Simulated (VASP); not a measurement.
# BN (P6_3mc) in VASP: a series of runs

Runs on BN. Level: PBE. Tasks: single point.

Program: VASP 6.6.1. These are calculated values, not measurements. Logs are shortened: lines on timing, memory, paths and dates and some standing lists are left out, and cuts for length are marked.

**1. The cell of the first run**

It takes space group P6_3mc (No. 186, hexagonal). Conventional cell: a = 2.409 Å, b = 2.409 Å, c = 4.653 Å, α = 90.00°, β = 90.00°, γ = 120.00°. Within 2.0 Å of B (site symmetry 3m) lie 4 N at 1.51 to 1.74 Å. N (site symmetry 3m) has 4 B at 1.51 to 1.74 Å within 2.0 Å.

**2. Single point, PBE**

INCAR reads:

```
SYSTEM = BN
ALGO = Normal
EDIFF = 1E-6
ENCUT = 520
GGA = PE
ISIF = 2
ISMEAR = 0
LASPH = .True.
LCHARG = .False.
LREAL = .False.
LWAVE = .False.
NBANDS = 16
NELM = 60
PREC = Accurate
SIGMA = 0.02
```

KPOINTS reads:

```
k-points
0
Gamma
  12 12 6
  0 0 0
```

POSCAR reads:

```
BN
1.0
    2.4092000000      0.0000000000      0.0000000000
   -1.2046000000      2.0864280000      0.0000000000
    0.0000000000      0.0000000000      4.6526315789
B N
2 2
Direct
    0.6666666667      0.3333333333      0.0000000000
    0.3333333333      0.6666666667      0.5000000000
    0.6666666667      0.3333333333      0.3750000000
    0.3333333333      0.6666666667      0.8750000000
```

Potentials or basis: VASP PAW PBE potentials, release 64 (B, N).

On the command line:

```bash
cat potpaw_PBE.64/B/POTCAR potpaw_PBE.64/N/POTCAR > POTCAR
mpirun -np 1 vasp_std > vasp.out
```

OUTCAR:

```text
SYSTEM = BN
   EDIFF = 1E-6
   ENCUT = 520
   GGA = PE
   ISIF = 2
   ISMEAR = 0
   LASPH = .True.
   LREAL = .False.
   NELM = 60
   PREC = Accurate

 ion  position               nearest neighbor table
   1  0.667  0.333  0.000-   4 1.51   4 1.51   4 1.51   3 1.74
   2  0.333  0.667  0.500-   3 1.51   3 1.51   3 1.51   4 1.74
   3  0.667  0.333  0.375-   2 1.51   2 1.51   2 1.51   1 1.74
   4  0.333  0.667  0.875-   1 1.51   1 1.51   1 1.51   2 1.74

  LATTYP: Found a hexagonal cell.
 ALAT       =     2.4092000000
 C/A-ratio  =     1.9311935825

  Lattice vectors:

 A1 = (   2.4092000000,   0.0000000000,   0.0000000000)
 A2 = (  -1.2046000000,   2.0864280000,   0.0000000000)
 A3 = (   0.0000000000,   0.0000000000,   4.6526315789)

Analysis of symmetry for initial positions (statically):
=====================================================================
 Subroutine PRICEL returns:
 Original cell was already a primitive cell.

 Routine SETGRP: Setting up the symmetry group for a
 hexagonal supercell.

 Subroutine GETGRP returns: Found 12 space group operations
 (whereof  6 operations were pure point group operations)
 out of a pool of 24 trial point group operations.

The static configuration has the point symmetry C_3v.
 The point group associated with its full space group is C_6v.

Analysis of symmetry for dynamics (positions and initial velocities):
=====================================================================
 Subroutine PRICEL returns:
 Original cell was already a primitive cell.

 Routine SETGRP: Setting up the symmetry group for a
 hexagonal supercell.

 Subroutine GETGRP returns: Found 12 space group operations
 (whereof  6 operations were pure point group operations)
 out of a pool of 24 trial point group operations.

The dynamic configuration has the point symmetry C_3v.
 The point group associated with its full space group is C_6v.

 Subroutine INISYM returns: Found 12 space group operations
 (whereof  6 operations are pure point group operations),
 and found     1 'primitive' translations

----------------------------------------------------------------------------------------

                                     Primitive cell

[... 92 lines left out ...]
   ENCUT  =  520.0 eV  38.22 Ry    6.18 a.u.   4.48  4.48  8.65*2*pi/ulx,y,z
   NELM   =     60;   NELMIN=  2; NELMDL= -5     # of ELM steps
   EDIFF  = 0.1E-05   stopping-criterion for ELM
   LREAL  =      F    real-space projection
   EDIFFG = 0.1E-04   stopping-criterion for IOM
   NSW    =      0    number of steps for IOM
   IBRION =     -1    ionic relax: 0-MD 1-quasi-New 2-CG
   NFREE  =      0    steps in history (QN), initial steepest desc. (CG)
   ISIF   =      2    stress and relaxation
   ISYM   =      2    0-nonsym 1-usesym 2-fastsym
   POTIM  = 0.5000    time-step for ionic-motion
   TEBEG  =    0.0;   TEEND  =   0.0 temperature during run
   PSTRESS=    0.0 pullay stress
   NELECT =      16.0000    total number of electrons
   NUPDOWN=      -1.0000    fix difference up-down
   EMIN   =  10.00;   EMAX   =-10.00  energy-range for DOS
   EFERMI =   0.00;   METHOD = LEGACY
   ISMEAR =     0;   SIGMA  =   0.02  broadening in eV -4-tet -1-fermi 0-gaus
   EFERMI_NEDOS =   21; number of points for ismear=-14 and -15
   IALGO  =     38    algorithm
   IMIX   =      4    mixing-type and parameters
     AMIX     =   0.40;   BMIX     =  1.00
     AMIX_MAG =   1.60;   BMIX_MAG =  1.00
  volume/ion in A,a.u.               =       5.85        39.46
  Fermi-wavevector in a.u.,A,eV,Ry     =   1.442524  2.725976 28.312048  2.080877
  Thomas-Fermi vector in A             =   2.561035
   LORBIT       =      0    0 simple, 1 ext, 2 COOP (PROOUT), +10 PAW based schemes
   GGA     = PE    functional components
   LHFCALC =     F    Hartree Fock is set to
   AEXX    =    0.0000 exact exchange contribution
   IVDW    =     0    specifies the selected vdW correction
   LEPSILON=     F    determine dielectric tensor
   LRPA    =     F    only Hartree local field effects (RPA)
 non-spin polarized calculation
 Gauss-broadening in eV      SIGMA  =   0.02
  energy-cutoff  :      520.00
  volume of cell :       23.39
 maximum number of plane-waves:       653
 NGX is ok and might be reduce to    18

 number of electron      16.0000006 magnetization

 Free energy of the ion-electron system (eV)
  ---------------------------------------------------
  ext. energy  EPLUGINS =         0.00000000
  ---------------------------------------------------
  free energy    TOTEN  =       -33.71710065 eV

  energy without entropy =      -33.71710065  energy(sigma->0) =      -33.71710065

 E-fermi :   8.1143     XC(G=0): -12.8626

 val. band max:        8.0154778596   @ k =   0.0000   0.0000   0.0000
 cond. band min:      11.6183746093   @ k =   0.0000   0.0000   0.0000
 fundamental gap:      3.6028967497
 Fermi energy:         8.1143042908

 k-point     1 :       0.0000    0.0000    0.0000
  band No.  band energies     occupation
      1     -12.9367      2.00000
      2     -10.0553      2.00000
      3      -3.5512      2.00000
      4       6.5292      2.00000
      5       6.8343      2.00000
      6       6.8343      2.00000
[... 433 lines left out ...]
      3      -0.7778      2.00000
      4       0.1412      2.00000
      5       1.2830      2.00000
      6       4.3120      2.00000
[... 8 lines left out ...]
     15      24.0683      0.00000
     16      24.0696      0.00000

 [... further k-points ...]

------------------------ aborting loop because EDIFF is reached ----------------------------------------

  FORCE on cell =-STRESS in cart. coord.  units (eV):
  Direction    XX          YY          ZZ          XY          YZ          ZX
  --------------------------------------------------------------------------------------
  -------------------------------------------------------------------------------------
  Total        9.7587535      9.7587498    -10.9581284      0.0000000     -0.0000000      0.0000000
  in kB      668.5440244    668.5437663   -750.7097333      0.0000000     -0.0000000      0.0000000
  external PRESSURE =     195.4593525 kB  Pullay stress =       0.0000000 kB

 VOLUME and BASIS-vectors are now :
 -----------------------------------------------------------------------------
  energy-cutoff  :      520.00
  volume of cell :       23.39
      direct lattice vectors                 reciprocal lattice vectors
     2.409200000  0.000000000  0.000000000     0.415075544  0.239644023  0.000000000
    -1.204600000  2.086428000  0.000000000     0.000000000  0.479288046  0.000000000
     0.000000000  0.000000000  4.652631579     0.000000000  0.000000000  0.214932127

 POSITION                                       TOTAL-FORCE (eV/Angst)
 -----------------------------------------------------------------------------------
      1.20460      0.69548      0.00000         0.000000     -0.000000     -0.680091
     -0.00000      1.39095      2.32632        -0.000000      0.000000     -0.680091
      1.20460      0.69548      1.74474        -0.000000     -0.000000      0.680091
     -0.00000      1.39095      4.07105         0.000000     -0.000000      0.680091
 -----------------------------------------------------------------------------------
    total drift:                                0.000000      0.000000     -0.000594

  FREE ENERGIE OF THE ION-ELECTRON SYSTEM (eV)
  ---------------------------------------------------
  free  energy   TOTEN  =       -33.7171006542 eV

  energy  without entropy=      -33.7171006542  energy(sigma->0) =      -33.71710065
```

OSZICAR:

```text
N       E                     dE             d eps       ncg     rms          rms(c)
DAV:   1     0.406968573845E+02    0.40697E+02   -0.83759E+03  2432   0.974E+02
DAV:   2    -0.337006314406E+02   -0.74397E+02   -0.68660E+02  3488   0.232E+02
DAV:   3    -0.359961153283E+02   -0.22955E+01   -0.22895E+01  2760   0.378E+01
DAV:   4    -0.360015924671E+02   -0.54771E-02   -0.54768E-02  2928   0.211E+00
DAV:   5    -0.360016075944E+02   -0.15127E-04   -0.15127E-04  2744   0.103E-01    0.100E+01
DAV:   6    -0.339320959798E+02    0.20695E+01   -0.24703E+00  3032   0.145E+01    0.472E+00
DAV:   7    -0.337545307781E+02    0.17757E+00   -0.37587E-01  3224   0.503E+00    0.286E+00
DAV:   8    -0.337184215323E+02    0.36109E-01   -0.82616E-02  3144   0.237E+00    0.305E-01
DAV:   9    -0.337168658703E+02    0.15557E-02   -0.53222E-03  2880   0.749E-01    0.190E-01
DAV:  10    -0.337170791648E+02   -0.21329E-03   -0.61525E-04  3208   0.217E-01    0.353E-02
DAV:  11    -0.337170981504E+02   -0.18986E-04   -0.69165E-05  2912   0.737E-02    0.205E-02
DAV:  12    -0.337171005754E+02   -0.24251E-05   -0.87539E-06  3080   0.295E-02    0.345E-03
DAV:  13    -0.337171006542E+02   -0.78719E-07   -0.41985E-07  1280   0.721E-03
   1 F= -.33717101E+02 E0= -.33717101E+02  d E =-.649986E-15
```

It took 22 s on 1 thread of Intel Xeon Platinum 8259CL at 2.50GHz (Skylake/Cascade Lake), shared host; peak memory 0.14 GiB.

Results:

| Item | Value |
| --- | --- |
| Free energy | -33.7171 eV |
| Pressure | 19.5 GPa |
| Largest force | 0.680 eV/Å |
| Band gap on the k mesh | 3.60 eV, direct |

Forces in eV/Å, atoms in the order of the input:
```
B    0.000  0.000 -0.680
B    0.000  0.000 -0.680
N    0.000  0.000  0.680
N    0.000  0.000  0.680
```

Stress tensor (GPa, compression positive):
```
 66.85   0.00   0.00
  0.00  66.85   0.00
  0.00   0.00 -75.07
```

Levels at points of the mesh, in eV from the valence-band top:
```tsv
k point	band 4	band 5	band 6	band 7	band 8	band 9	band 10	band 11	band 12	band 13
(0.00, 0.00, 0.00)	-1.49	-1.18	-1.18	0.00	0.00	3.60	9.73	9.73	12.06	12.06
(0.50, 0.00, 0.00)	-9.31	-6.75	-4.41	-4.38	-2.74	6.44	7.71	9.14	11.23	11.56
(0.00, 0.00, 0.50)	-7.40	-0.63	-0.63	-0.63	-0.63	9.47	9.47	10.81	10.81	10.81
(0.50, 0.00, 0.50)	-10.49	-4.38	-4.38	-3.66	-3.66	5.23	5.23	9.97	9.97	14.32
```

A k mesh can miss the band edges. A hybrid or GW would open this gap; PBE tends to underestimate it.

**3. Single point, PBE**

This run uses another cell than the first one, of the same volume but with other edges.

INCAR reads:

```
SYSTEM = BN
ALGO = Normal
EDIFF = 1E-6
ENCUT = 520
GGA = PE
ISIF = 2
ISMEAR = 0
LASPH = .True.
LCHARG = .True.
LELF = .True.
LREAL = .False.
LVHAR = .True.
LWAVE = .False.
NBANDS = 16
NELM = 80
PREC = Accurate
SIGMA = 0.02
```

KPOINTS is that of step 2.

POSCAR reads:

```
BN
1.0
    2.4726000000      0.0000000000      0.0000000000
   -1.2363000000      2.1413340000      0.0000000000
    0.0000000000      0.0000000000      4.4170940171
B N
2 2
Direct
    0.6666666667      0.3333333333      0.0000000000
    0.3333333333      0.6666666667      0.5000000000
    0.6666666667      0.3333333333      0.3750000000
    0.3333333333      0.6666666667      0.8750000000
```

Potentials or basis: VASP PAW PBE potentials, release 64 (B, N).

On the command line:

```bash
cat potpaw_PBE.64/B/POTCAR potpaw_PBE.64/N/POTCAR > POTCAR
mpirun -np 1 vasp_std > vasp.out
```

It took 22 s on 1 thread of Intel Xeon Platinum 8259CL at 2.50GHz (Skylake/Cascade Lake), shared host; peak memory 0.14 GiB.

Results (log left out):

| Item | Value |
| --- | --- |
| Free energy | -34.5381 eV |
| Pressure | 11.1 GPa |
| Largest force | 0.082 eV/Å |
| Band gap on the k mesh | 4.90 eV, indirect (least direct gap 6.11 eV) |

Forces on the atoms (eV/Å):
```
B    0.000  0.000 -0.082
B    0.000  0.000 -0.082
N    0.000  0.000  0.082
N    0.000  0.000  0.082
```

Stress tensor (GPa, compression positive):
```
 35.69   0.00   0.00
  0.00  35.69   0.00
  0.00   0.00 -38.05
```

Levels at points of the mesh, in eV from the valence-band top:
```
           k point  band 4  band 5  band 6  band 7  band 8  band 9  band 10  band 11  band 12  band 13
(0.00, 0.00, 0.00)   -1.62   -1.62   -0.69    0.00    0.00    6.11     9.11     9.11    11.18    11.92
(0.50, 0.00, 0.00)   -8.56   -6.84   -4.67   -4.35   -2.44    7.36     7.42    10.91    11.18    11.97
(0.00, 0.00, 0.50)   -6.52   -0.88   -0.88   -0.88   -0.88   10.27    10.27    10.44    10.44    10.44
(0.50, 0.00, 0.50)  -10.22   -3.98   -3.98   -3.70   -3.70    6.13     6.13     9.91     9.91    14.41
```

A k mesh can miss the band edges. PBE gaps usually lie below the measured ones, often by a third to a half.
